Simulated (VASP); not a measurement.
# Al8N7 (a cell with a defect) in VASP: single point with PBE

Aim: the single point of Al8N7 (a cell with a defect) with PBE.

All numbers are computed with VASP 6.6.1; they aren't measurements. Logs are shortened: lines on timing, memory, paths and dates and some standing lists are left out, and cuts for length are marked.

## Step 1: The cell of the first run

The cell holds a defect, 15 atoms: a = 6.162 Å, b = 5.336 Å, c = 5.031 Å, α = 90.00°, β = 90.00°, γ = 90.00°.

## Step 2: Single point, PBE, collinear spin, zero start

INCAR

```
SYSTEM = Al8N7
ALGO = Normal
EDIFF = 1E-6
ENCUT = 520
GGA = PE
GGA_COMPAT = .FALSE.
ISIF = 2
ISMEAR = 0
ISPIN = 2
LASPH = .TRUE.
LCHARG = .FALSE.
LORBIT = 11
LREAL = .FALSE.
LWAVE = .FALSE.
MAGMOM = 0 0 0 0 0 0 0 0 0 0 0 0 0 0 0
NBANDS = 46
NELM = 200
PREC = Accurate
SIGMA = 0.05
```

KPOINTS

```
k-points
0
G
  2 2 2
  0 0 0
```

POSCAR

```
Al8N7
1.0
   -3.0810000000     -5.3364490000      0.0000000000
    4.6215000000     -2.6682240000      0.0000000000
    0.0000000000      0.0000000000      5.0310000000
Al N
8 7
Direct
    0.4899946435      0.3414872869      0.0067159610
    0.5166385247      0.6597492794      0.4853551978
    0.2421854149      0.8300610761      0.0079854900
    0.2553551909      0.1597707115      0.5162051282
   -0.0019327882      0.3525967931      0.0195809978
    0.0046695489      0.6669736839      0.5034841980
    0.7505848188      0.8374804342     -0.0500127211
    0.7567195784      0.1567164386      0.4995847744
    0.5039308257      0.3215643999      0.3835404492
    0.4892582661      0.6716708250      0.8636201550
    0.2600262235      0.8287817364      0.3867648579
    0.2385527239      0.1672571551      0.8931713377
    0.0072719839      0.3271844601      0.3989075730
   -0.2307334718      0.8011053064      1.3195623137
    0.7468410673      0.1883551506      0.8810560525
```

Potentials or basis: VASP PAW PBE potentials, release 64 (Al, N).

Launch:

```bash
$ cat potpaw_PBE.64/Al/POTCAR potpaw_PBE.64/N/POTCAR > POTCAR
$ mpirun -np 1 vasp_std > vasp.out
```

OUTCAR:

```text
SYSTEM = Al8N7
   EDIFF = 1E-6
   ENCUT = 520
   GGA = PE
   ISIF = 2
   ISMEAR = 0
   ISPIN = 2
   LASPH = .TRUE.
   LORBIT = 11
   LREAL = .FALSE.
   NELM = 200
   PREC = Accurate

 ion  position               nearest neighbor table
   1  0.490  0.341  0.007-  15 1.89  12 1.90   9 1.90  10 1.90   2 2.95   4 3.02   3 3.02   5 3.03
                             4 3.10   7 3.11   3 3.13   2 3.13   5 3.13   8 3.13   7 3.15   8 3.19
   2  0.517  0.660  0.485-   9 1.88  11 1.89  10 1.91  14 1.92   7 2.91   1 2.95   6 3.01   8 3.04
                             8 3.07   3 3.07   4 3.12   4 3.12   1 3.13   6 3.16   7 3.20   3 3.26
   3  0.242  0.830  0.008-  10 1.89  12 1.89  11 1.91   5 2.96   6 3.02   1 3.02   4 3.04   7 3.04
                             6 3.06   2 3.07   4 3.10   1 3.13   7 3.15   5 3.17   2 3.26
   4  0.255  0.160  0.516-  13 1.87   9 1.88  11 1.88  12 1.90   1 3.02   3 3.04   6 3.05   8 3.07
                             8 3.09   1 3.10   3 3.10   6 3.12   2 3.12   2 3.12   5 3.13   5 3.16
   5  0.998  0.353  0.020-  12 1.89  15 1.91  13 1.91   6 2.96   3 2.96   8 3.02   7 3.02   1 3.03
                             6 3.09   1 3.13   4 3.13   4 3.16   7 3.16   3 3.17   8 3.19
   6  0.005  0.667  0.503-  14 1.86  13 1.89  11 1.89   7 2.89   5 2.96   2 3.01   3 3.02   8 3.03
                             4 3.05   3 3.06   5 3.09   4 3.12   8 3.12   2 3.16   7 3.32
   7  0.751  0.837  0.950-  14 1.87  10 1.89  15 1.90   8 2.84   6 2.89   2 2.91   5 3.02   3 3.04
                             1 3.11   1 3.15   3 3.15   5 3.16   2 3.20   8 3.25   6 3.32
   8  0.757  0.157  0.500-  13 1.86   9 1.88  15 1.93  14 2.10   7 2.84   5 3.02   6 3.03   2 3.04
                             2 3.07   4 3.07   4 3.09   6 3.12   1 3.13   5 3.19   1 3.19   7 3.25
   9  0.504  0.322  0.384-   2 1.88   4 1.88   8 1.88   1 1.90
  10  0.489  0.672  0.864-   3 1.89   7 1.89   1 1.90   2 1.91
  11  0.260  0.829  0.387-   4 1.88   2 1.89   6 1.89   3 1.91
  12  0.239  0.167  0.893-   3 1.89   5 1.89   1 1.90   4 1.90
  13  0.007  0.327  0.399-   8 1.86   4 1.87   6 1.89   5 1.91
  14  0.769  0.801  0.320-   6 1.86   7 1.87   2 1.92   8 2.10
  15  0.747  0.188  0.881-   1 1.89   7 1.90   5 1.91   8 1.93

  LATTYP: Found a simple orthorhombic cell.
 ALAT       =     5.0310000000
 B/A-ratio  =     1.0607132585
 C/A-ratio  =     1.2248062811

  Lattice vectors:

 A1 = (   0.0000000000,   0.0000000000,  -5.0310000000)
 A2 = (   4.6215000000,  -2.6682240000,   0.0000000000)
 A3 = (  -3.0810000000,  -5.3364490000,   0.0000000000)

Analysis of symmetry for initial positions (statically):
=====================================================================
 Subroutine PRICEL returns:
 Original cell was already a primitive cell.

 Routine SETGRP: Setting up the symmetry group for a
 simple orthorhombic supercell.

 Subroutine GETGRP returns: Found  1 space group operations
 (whereof  1 operations were pure point group operations)
 out of a pool of  8 trial point group operations.

The static configuration has the point symmetry C_1 .

Analysis of symmetry for dynamics (positions and initial velocities):
=====================================================================
 Subroutine PRICEL returns:
 Original cell was already a primitive cell.

 Routine SETGRP: Setting up the symmetry group for a
 simple orthorhombic supercell.

 Subroutine GETGRP returns: Found  1 space group operations
 (whereof  1 operations were pure point group operations)
 out of a pool of  8 trial point group operations.

The dynamic configuration has the point symmetry C_1 .

Analysis of structural, dynamic, and magnetic symmetry:
=====================================================================
 Subroutine PRICEL returns:
 Original cell was already a primitive cell.

 Routine SETGRP: Setting up the symmetry group for a
 simple orthorhombic supercell.

 Subroutine GETGRP returns: Found  1 space group operations
 (whereof  1 operations were pure point group operations)
 out of a pool of  8 trial point group operations.

The overall configuration has the point symmetry C_1 .

 Subroutine INISYM returns: Found  1 space group operations
 (whereof  1 operations are pure point group operations),
 and found     1 'primitive' translations

----------------------------------------------------------------------------------------

                                     Primitive cell

  volume of cell :     165.4354

[... 111 lines left out ...]
   EFERMI =   0.00;   METHOD = LEGACY
   ISMEAR =     0;   SIGMA  =   0.05  broadening in eV -4-tet -1-fermi 0-gaus
   EFERMI_NEDOS =   21; number of points for ismear=-14 and -15
   IALGO  =     38    algorithm
   IMIX   =      4    mixing-type and parameters
     AMIX     =   0.40;   BMIX     =  1.00
     AMIX_MAG =   1.60;   BMIX_MAG =  1.00
  volume/ion in A,a.u.               =      11.03        74.43
  Fermi-wavevector in a.u.,A,eV,Ry     =   1.160957  2.193890 18.338213  1.347821
  Thomas-Fermi vector in A             =   2.297534
   LORBIT       =     11    0 simple, 1 ext, 2 COOP (PROOUT), +10 PAW based schemes
   GGA     = PE    functional components
   LHFCALC =     F    Hartree Fock is set to
   AEXX    =    0.0000 exact exchange contribution
   IVDW    =     0    specifies the selected vdW correction
   LEPSILON=     F    determine dielectric tensor
   LRPA    =     F    only Hartree local field effects (RPA)
 spin polarized calculation
 Gauss-broadening in eV      SIGMA  =   0.05
  energy-cutoff  :      520.00
  volume of cell :      165.44
 maximum number of plane-waves:      4500
 NGX is ok and might be reduce to    48
   NGX = 23   NGY = 19   NGZ = 19

 number of electron      58.9999998 magnetization       0.0000001

 number of electron      58.9999998 magnetization      -0.0000001

 Free energy of the ion-electron system (eV)
  ---------------------------------------------------
  ext. energy  EPLUGINS =         0.00000000
  ---------------------------------------------------
  free energy    TOTEN  =      -104.50131882 eV

  energy without entropy =     -104.50127837  energy(sigma->0) =     -104.50129860

 E-fermi :   9.0533     XC(G=0): -10.7907

 val. band max:        8.9397163379   @ k =   0.5000   0.0000   0.5000
 cond. band min:       9.1668891596   @ k =   0.0000   0.5000   0.0000
 fundamental gap:      0.2271728217
 Fermi energy:         9.0533016911

 spin component 1

 k-point     1 :       0.0000    0.0000    0.0000
  band No.  band energies     occupation
      1      -9.0731      1.00000
      2      -7.3740      1.00000
      3      -7.2944      1.00000
      4      -7.1612      1.00000
      5      -6.8813      1.00000
      6      -6.5353      1.00000
[... 341 lines left out ...]
     40      14.2114      0.00000
     41      15.0724      0.00000
 Fermi energy:         9.0533016911

 spin component 2

 k-point     1 :       0.0000    0.0000    0.0000
  band No.  band energies     occupation
      1      -9.0731      1.00000
      2      -7.3740      1.00000
      3      -7.2944      1.00000
      4      -7.1612      1.00000
      5      -6.8813      1.00000
      6      -6.5353      1.00000
[... 341 lines left out ...]
     40      14.2114      0.00000
     41      15.0724      0.00000
 [bands above 41 left out]

------------------------ aborting loop because EDIFF is reached ----------------------------------------

  FORCE on cell =-STRESS in cart. coord.  units (eV):
  Direction    XX          YY          ZZ          XY          YZ          ZX
  --------------------------------------------------------------------------------------
  -------------------------------------------------------------------------------------
  Total        5.4885967      3.9516388      3.2481127      2.7121219     -1.7785452     -3.4382817
  in kB       53.1549299     38.2700888     31.4567112     26.2658484    -17.2245204    -33.2984246
  external PRESSURE =      40.9605766 kB  Pullay stress =       0.0000000 kB

 VOLUME and BASIS-vectors are now :
 -----------------------------------------------------------------------------
  energy-cutoff  :      520.00
  volume of cell :      165.44
      direct lattice vectors                 reciprocal lattice vectors
    -3.081000000 -5.336449000  0.000000000    -0.081142475 -0.140542903  0.000000000
     4.621500000 -2.668224000  0.000000000     0.162284980 -0.093695269  0.000000000
     0.000000000  0.000000000  5.031000000     0.000000000  0.000000000  0.198767641

 POSITION                                       TOTAL-FORCE (eV/Angst)
 -----------------------------------------------------------------------------------
      0.06851     -3.52600      0.03379        -0.197483      0.003998     -0.161902
      1.45727     -4.51737      2.44182         0.051858      0.237862      0.072756
      3.08995     -3.50720      0.04018        -0.342955      0.078376     -0.075716
     -0.04837     -1.78899      2.59703         0.064583      0.028018     -0.177674
     -1.44552     -6.26694      0.09851        -0.379129     -0.255786     -0.358526
      3.06803     -1.80455      2.53303         0.081308      0.139418     -0.025169
      1.55786     -6.24004      4.77939        -0.133356     -0.110653      0.511301
     -1.60719     -4.45635      2.51341        -0.262003      0.151491     -0.376049
     -0.06650     -3.54721      1.92959         0.012282     -0.022208     -0.138696
      1.59672     -4.40307      4.34487        -0.242096     -0.257462      0.017758
      3.02907     -3.59899      1.94581         0.084194      0.158789      0.054161
      0.03800     -1.71930      4.49354        -0.368266     -0.005929     -0.179523
      1.48968     -0.91181      2.00690         0.213586     -0.005295     -0.204559
      1.33220     -6.24268      1.60772         1.652432     -0.073669      1.264005
     -1.43053     -4.48805      4.43259        -0.234956     -0.066950     -0.222167
 -----------------------------------------------------------------------------------
    total drift:                                0.000275     -0.000104     -0.001493

  FREE ENERGIE OF THE ION-ELECTRON SYSTEM (eV)
  ---------------------------------------------------
  free  energy   TOTEN  =      -104.5013188235 eV

  energy  without entropy=     -104.5012783669  energy(sigma->0) =     -104.50129860

 total charge

# of ion       s       p       d       tot
------------------------------------------
    1        0.367   0.436   0.000   0.803
    2        0.367   0.437   0.000   0.804
    3        0.386   0.410   0.000   0.796
    4        0.371   0.449   0.000   0.820
    5        0.376   0.401   0.000   0.777
    6        0.375   0.423   0.000   0.798
    7        0.389   0.423   0.000   0.812
    8        0.363   0.418   0.000   0.781
    9        1.224   2.649   0.000   3.873
   10        1.245   2.598   0.000   3.843
   11        1.231   2.629   0.000   3.860
   12        1.231   2.624   0.000   3.855
   13        1.229   2.642   0.000   3.871
   14        1.240   2.574   0.000   3.813
   15        1.233   2.603   0.000   3.836
--------------------------------------------------
tot         11.626  21.716   0.000  33.342

 magnetization (x)

# of ion       s       p       d       tot
------------------------------------------
    1       -0.000  -0.000   0.000  -0.000
    2       -0.000  -0.000   0.000  -0.000
    3        0.000   0.000   0.000   0.000
    4        0.000  -0.000   0.000  -0.000
    5        0.000  -0.000   0.000  -0.000
    6       -0.000   0.000   0.000   0.000
    7        0.000   0.000   0.000   0.000
    8        0.000   0.000   0.000   0.000
    9        0.000  -0.000   0.000  -0.000
   10        0.000   0.000   0.000   0.000
   11        0.000  -0.000   0.000  -0.000
   12       -0.000  -0.000   0.000  -0.000
   13        0.000   0.000   0.000   0.000
   14       -0.000   0.000   0.000   0.000
   15        0.000  -0.000   0.000  -0.000
--------------------------------------------------
tot          0.000  -0.000   0.000  -0.000
```

It took 3 min on 1 thread of AMD EPYC 7R43 (Zen 3), shared host; peak memory 0.3 GiB.

Results:

* Free energy: -104.5013 eV
* Pressure: 4.1 GPa
* Largest force: 2.082 eV/Å
* Net moment: 0.00 μB per cell
* Valence electrons inside the program's atomic spheres: Al 0.80, 0.82, 0.78, 0.81; N 3.87, 3.84, 3.86, 3.85, 3.81

Forces on the atoms (eV/Å):
```
Al  -0.197  0.004 -0.162
Al   0.052  0.238  0.073
Al  -0.343  0.078 -0.076
Al   0.065  0.028 -0.178
Al  -0.379 -0.256 -0.359
Al   0.081  0.139 -0.025
Al  -0.133 -0.111  0.511
Al  -0.262  0.151 -0.376
N    0.012 -0.022 -0.139
N   -0.242 -0.257  0.018
N    0.084  0.159  0.054
N   -0.368 -0.006 -0.180
N    0.214 -0.005 -0.205
N    1.652 -0.074  1.264
N   -0.235 -0.067 -0.222
```

Caveat: the k points lie up to 0.62 Å⁻¹ apart.
